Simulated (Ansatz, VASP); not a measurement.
# Two plane-wave programs on Sr

File POSCAR:

```
Sr
1.0
    0.0000000000      3.0521104090      3.0521104090
    3.0521104090      0.0000000000      3.0521104090
    3.0521104090      3.0521104090      0.0000000000
Sr
1
Direct
    0.0000000000      0.0000000000      0.0000000000
```

INCAR.step1

```
SYSTEM = Sr
PREC     = Accurate       ! precision mode
ENCUT    = 520            ! plane-wave cutoff, eV
ISMEAR   = 0              ! smearing method
SIGMA    = 0.1            ! smearing width, eV
LREAL    = .False.        ! projectors in reciprocal space
LASPH    = .True.         ! aspherical terms in the spheres
NELM     = 80             ! most SCF steps
NBANDS   = 11             ! bands
GGA      = PE             ! functional
ALGO     = Normal         ! electronic algorithm
EDIFF    = 1E-4           ! SCF threshold, eV
LWAVE    = .True.         ! write WAVECAR
LCHARG   = .False.        ! write CHGCAR
```

File INCAR.step2:

```
SYSTEM = Sr
PREC     = Accurate       ! precision mode
ENCUT    = 520            ! plane-wave cutoff, eV
EDIFF    = 1E-6           ! SCF threshold, eV
ISMEAR   = 0              ! smearing method
SIGMA    = 0.1            ! smearing width, eV
LREAL    = .False.        ! projectors in reciprocal space
LASPH    = .True.         ! aspherical terms in the spheres
NELM     = 80             ! most SCF steps
ALGO     = Normal         ! electronic algorithm
ISIF     = 2              ! what is computed and relaxed
LWAVE    = .False.        ! write WAVECAR
LCHARG   = .False.        ! write CHGCAR
METAGGA  = R2SCAN         ! meta-GGA
LMIXTAU  = .True.       
NBANDS   = 11             ! bands
ISTART   = 1
```

The input KPOINTS:

```
Automatic mesh
0
Gamma
  9 9 9
  0 0 0
```

Input for Ansatz:

```yaml
crystal:
  lattice:
    - [0.0, 3.052110409, 3.052110409]
    - [3.052110409, 0.0, 3.052110409]
    - [3.052110409, 3.052110409, 0.0]
  atoms:
    - { symbol: Sr, position: [0.0, 0.0, 0.0] }
hamiltonian:
  xc: r2scan
  pseudopotentials:
    kind: paw
    azcp:
      Sr: "pseudopotentials/Sr.paw.azcp"
basis:
  ecutwfc: 500
  fft_grid_basis: typed
kpoints:
  mp_grid: { grid: [9, 9, 9], shift: [0, 0, 0] }
magnetization:
  spin_polarized: false
scf:
  occupations: { method: gaussian, width: 0.1 }
  lower_state_search: "off"
output:
  stress: true
  write_density: true
  write_potential: true
  elf: true
  volumetric_format: npy
```

Alike in both runs: task single point; functional r2SCAN; k mesh 9 × 9 × 9; occupations gaussian, width 0.1 eV; no spin polarisation.

|  | VASP | Ansatz |
| --- | --- | --- |
| version | VASP 6.6.1 | Ansatz 0.2.0 |
| potentials or method | VASP PAW PBE potentials, release 64 (Sr_sv), cutoff 520 eV | plane waves (500 eV) with PAW, scalar-relativistic |
| valence electrons in the cell | 10 | 10 |

|  | VASP | Ansatz | Ansatz less VASP |
| --- | --- | --- | --- |
| pressure (GPa) | 0.0 | 0.0 | -0.01 |

VASP's potentials were made for PBE, not for r2SCAN.
